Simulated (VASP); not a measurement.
Write the native input for VASP 6.6.1 that does the following.

```
Task                   : single point
Functional             : PBE
Potentials or basis    : VASP PAW PBE potentials, release 64 (Sc_sv)
Cutoff                 : 520 eV
k mesh                 : 16 × 16 × 16
Occupations            : fermi-dirac, width 0.1 eV
Spin                   : no spin polarisation
Dipole correction      : no
Further INCAR settings : ALGO = Normal; EDIFF = 1e-06; NBANDS = 18
```

The structure of Sc lies in POSCAR:

```
Sc
1.0
   -2.4180013146      2.4180013146      1.4207218600
    2.4180013146     -2.4180013146      1.4207218600
    2.4180013146      2.4180013146     -1.4207218600
Sc
2
Direct
   -0.3750000000     -0.1250000000     -0.2500000000
    0.3750000000      0.1250000000      0.2500000000
```

The input as run:

INCAR

```
SYSTEM = Sc
PREC = Accurate ; ENCUT = 520
EDIFF = 1E-6 ; ISMEAR = -1
SIGMA = 0.1 ; LREAL = .False.
LASPH = .True. ; NELM = 100
ALGO = Normal ; ISIF = 2
LWAVE = .False. ; LCHARG = .False.
GGA = PE ; NBANDS = 18
```

KPOINTS

```
Automatic mesh
0
Gamma
  16 16 16
  0 0 0
```

Potentials or basis: VASP PAW PBE potentials, release 64 (Sc_sv).

Command:

```bash
$ cat potpaw_PBE.64/Sc_sv/POTCAR > POTCAR
$ mpirun -np 1 vasp_std > vasp.out
```

Results of the run:

* Pressure: 32.5 GPa
* Band gap on the k mesh: zero (bands 11 and 12 overlap by 2.04 eV)

Caveat: the cell stands under pressure.

Wall time 4.7 min on 1 thread of Intel Xeon 8259CL, with other jobs on the host, peak memory 0.29 GiB.
